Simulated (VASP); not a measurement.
A run of VASP 6.6.1 is set up as follows.

The input INCAR:

```
SYSTEM = InSb
PREC = Accurate
ENCUT = 520
EDIFF = 1E-6
ISMEAR = -1
SIGMA = 0.08
LREAL = .FALSE.
LASPH = .TRUE.
NELM = 100
ALGO = Normal
ISIF = 2
LWAVE = .FALSE.
LCHARG = .FALSE.
GGA = PE
NBANDS = 16
```

The input KPOINTS:

```
regular mesh
0
G
  12 12 12
  0 0 0
```

Contents of POSCAR:

```
InSb
1.0
    0.0000000000      3.0906676970      3.0444237753
    3.0906676970      0.0000000000      3.0444237753
    3.0906676970      3.0906676970      0.0000000000
In Sb
1 1
Direct
    0.0000000000      0.0000000000      0.0000000000
    0.5000000000      0.5000000000      0.5000000000
```

Potentials or basis: VASP PAW PBE potentials, release 64 (In_d, Sb).

Command:

```console
$ cat potpaw_PBE.64/In_d/POTCAR potpaw_PBE.64/Sb/POTCAR > POTCAR
$ mpirun -np 1 vasp_std > vasp.out
```

**Question.** Predict the pressure.

**Answer.** 0.0 GPa.

**Question.** Predict the band gap on the k mesh.

**Answer.** Zero (band 9 reaches 7.14 eV, above the bottom of band 10 at 4.44 eV).

Stress tensor (GPa, compression positive):
```
-0.46  0.00  0.00
 0.00 -0.46  0.00
 0.00  0.00  0.86
```

Caveat: spin-orbit coupling is left out, which moves the levels of the heavy elements.
